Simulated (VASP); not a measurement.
Here is a VASP 6.6.1 calculation.

File INCAR:

```
SYSTEM = CdTe
PREC = Accurate
ENCUT = 520
EDIFF = 1E-6
ISMEAR = -1
SIGMA = 0.05
LREAL = .FALSE.
LASPH = .TRUE.
NELM = 150
ALGO = Normal
ISIF = 2
LWAVE = .FALSE.
LCHARG = .FALSE.
MAGMOM = 0 0 0 0 0 0
LORBIT = 11
LSORBIT = .TRUE.
GGA_COMPAT = .FALSE.
LORBMOM = .TRUE.
GGA = PS
NBANDS = 30
```

The input KPOINTS:

```
Automatic mesh
0
G
  5 5 5
  0 0 0
```

The input POSCAR:

```
CdTe
1.0
    0.0000000000      3.2050000000      3.2050000000
    3.2050000000      0.0000000000      3.2050000000
    3.2050000000      3.2050000000      0.0000000000
Te Cd
1 1
Direct
    0.7500000000      0.7500000000      0.7500000000
    0.0000000000      0.0000000000      0.0000000000
```

Potentials or basis: VASP PAW PBE potentials, release 64 (Te, Cd).

Command:

```sh
$ cat potpaw_PBE.64/Te/POTCAR potpaw_PBE.64/Cd/POTCAR > POTCAR
$ mpirun -np 1 vasp_ncl > vasp.out
```

(1) Estimate the pressure.

(2) Predict the net moment.

Results:

(1) 2.0 GPa.

(2) 0.00 μB per cell.

Caveat: the PAW data sets were made with another functional, which shifts forces and pressure a little.
